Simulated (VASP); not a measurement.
TaN:

```
Ta N
1.0
     0.00000    2.17384    2.17384
     2.17384    0.00000    2.17384
     2.17384    2.17384    0.00000
Ta N
1 1
Direct
  0.49566 0.50434 0.50434
  0.05612 0.94388 0.94388
```

This cell differs from its parent crystal: mode 4 frozen in at -0.244 Å and mode 6 at +0.000 Å (largest displacements).

Base run:

```yaml
Program: VASP 6.6.1
Functional: LDA
Potentials_or_basis: VASP PAW LDA potentials, release 64 (Ta_pv, N)
Cutoff: 520 eV
k_mesh: 18 × 18 × 18
Occupations: gaussian, width 0.15 eV
Spin: no spin polarisation
```

Its results: band gap on the k mesh zero (band 8 reaches 11.35 eV, above the bottom of band 9 at 8.25 eV); pressure 15.9 GPa; largest force 3.487 eV/Å.

Q: The run is repeated on the same cell with these changes: potentials or basis from VASP PAW LDA potentials, release 64 (Ta_pv, N) to VASP PAW LDA potentials, release 64 (Ta_sv_GW, N); cutoff from 520 eV to 600 eV; further incar settings from ALGO = Normal; EDIFF = 1e-07; NBANDS = 15 to ALGO = Normal; EDIFF = 1e-06; NBANDS = 16; valence electrons from 16 to 18. What comes out?

A: Band gap on the k mesh zero (band 9 reaches 15.58 eV, above the bottom of band 10 at 12.48 eV); pressure 15.0 GPa; largest force 3.481 eV/Å.

Caveats: spin-orbit coupling is left out, which moves the levels of the heavy elements; forces of over 1 eV/Å act on the atoms, so gaps and moduli don't describe the material at rest.
